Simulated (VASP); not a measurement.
The system is Sn.

```
Sn
1.0
    -0.07664    3.20782    3.20782
     3.20782   -0.07664    3.20782
     3.20782    3.20782   -0.07664
Sn
2
Direct
  0.99784 0.99784 0.99784
  0.25216 0.25216 0.25216
```

This cell differs from its parent crystal: strain along [111] -3.5%.

Base run:

| Item | Value |
| --- | --- |
| Program | VASP 6.6.1 |
| Functional | PBE |
| Potentials or basis | VASP PAW PBE potentials, release 64 (Sn_d) |
| Cutoff | 520 eV |
| k mesh | 6 × 6 × 6 |
| Occupations | fermi-dirac, width 0.02 eV |
| Spin | no spin polarisation |

Its results: band gap on the k mesh zero (band 14 reaches 5.63 eV, above the bottom of band 15 at 5.32 eV); pressure 3.2 GPa.

The run is repeated on the same cell with these changes: functional from PBE to r2SCAN; further incar settings from ALGO = Normal; EDIFF = 1e-07; NBANDS = 21 to ALGO = Normal; EDIFF = 1e-06; NBANDS = 21. What comes out?

Band gap on the k mesh zero (band 14 reaches 5.48 eV, above the bottom of band 15 at 5.37 eV); pressure 1.7 GPa.

Caveats: spin-orbit coupling is left out, which moves the levels of the heavy elements; the PAW data sets were made with another functional, which shifts forces and pressure a little (some runs).
